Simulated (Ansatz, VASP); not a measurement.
CuO: VASP beside Ansatz

```
CELL_PARAMETERS angstrom
0.00000 2.11656 2.11656
2.11656 0.00000 2.11656
2.11656 2.11656 0.00000
ATOMIC_POSITIONS crystal
Cu 0.00000 0.00000 0.00000
O 0.50000 0.50000 0.50000
```

Alike in both runs: task single point; functional PBE; k mesh 8 × 8 × 8; occupations gaussian, width 0.1 eV; collinear spin.

|  | VASP | Ansatz |
| --- | --- | --- |
| version | VASP 6.6.1 | Ansatz 0.2.0 |
| potentials or method | VASP PAW PBE potentials, release 64 (Cu, O), cutoff 520 eV | scalar-relativistic, plane waves, PAW |
| valence electrons in the cell | 17 | 25 |

Ansatz gave:

* gap on the k mesh at the Fermi level (eV): none
* pressure (GPa): 1.2
* net moment per atom (μB): 0.00

**Question.** What did VASP give for the same quantities?

**Answer.** gap on the k mesh at the Fermi level (eV): none; pressure (GPa): 1.4; net moment per atom (μB): 0.00.

A gap of «none» marks a metal or a gap that the smearing closes. VASP's potentials hold 17 valence electrons a cell and Ansatz's 25, so a difference there can come from the potentials and not from the codes. Ansatz's warnings: seeded moment not kept.
